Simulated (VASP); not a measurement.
Write the native input for VASP 6.6.1 that does the following.

| Property | Result |
| --- | --- |
| Task | relaxation of the atoms |
| Functional | PBE |
| Potentials or basis | VASP PAW PBE potentials, release 64 (Ga_d, P) |
| Cutoff | 520 eV |
| k mesh | 14 × 14 × 14 |
| Occupations | fermi-dirac, width 0.02 eV |
| Spin | no spin polarisation |
| Dipole correction | no |
| Further INCAR settings | ALGO = Normal; EDIFF = 1e-06; IBRION = 2; EDIFFG = -0.02; NSW = 80 |

The structure of GaP lies in POSCAR:

```
GaP
1.0
    0.0000000000      2.7252500000      2.8070075000
    2.7252500000      0.0000000000      2.8070075000
    2.7252500000      2.7252500000      0.0000000000
Ga P
1 1
Direct
    0.0000000000      0.0000000000      0.0000000000
    0.2500000000      0.2500000000      0.2500000000
```

This cell differs from its parent crystal: z stretched by +3 %.

These files were run (other wordings do the same):

INCAR

```
PREC     = Accurate       # precision mode
ENCUT    = 520            # plane-wave cutoff, eV
EDIFF    = 1E-6           # SCF threshold, eV
ISMEAR   = -1             # smearing method
SIGMA    = 0.02           # smearing width, eV
LREAL    = False          # projectors in reciprocal space
LASPH    = True           # aspherical terms in the spheres
NELM     = 100            # most SCF steps
ALGO     = Normal         # electronic algorithm
ISIF     = 2              # what is computed and relaxed
LWAVE    = False          # write WAVECAR
LCHARG   = False          # write CHGCAR
GGA      = PE             # functional
IBRION   = 2              # ionic algorithm
NSW      = 80             # ionic steps
EDIFFG   = -0.02          # ionic threshold
```

KPOINTS

```
regular mesh
0
Gamma
  14 14 14
```

Potentials or basis: VASP PAW PBE potentials, release 64 (Ga_d, P).

Launch:

```bash
$ cat potpaw_PBE.64/Ga_d/POTCAR potpaw_PBE.64/P/POTCAR > POTCAR
$ mpirun -np 1 vasp_std > vasp.out
```

It gave:

```
Pressure after relaxing : 0.0 GPa
Band gap on the k mesh  : 1.50 eV (least direct gap 1.52 eV)
```

Caveat: the cell differs from its parent crystal (z stretched by +3 %); the relaxation stopped at its first step, so nothing moved.

Wall time 2.6 min on 1 thread of Oxide Virtual Turin-like Processor (shared host), peak memory 0.24 GiB.
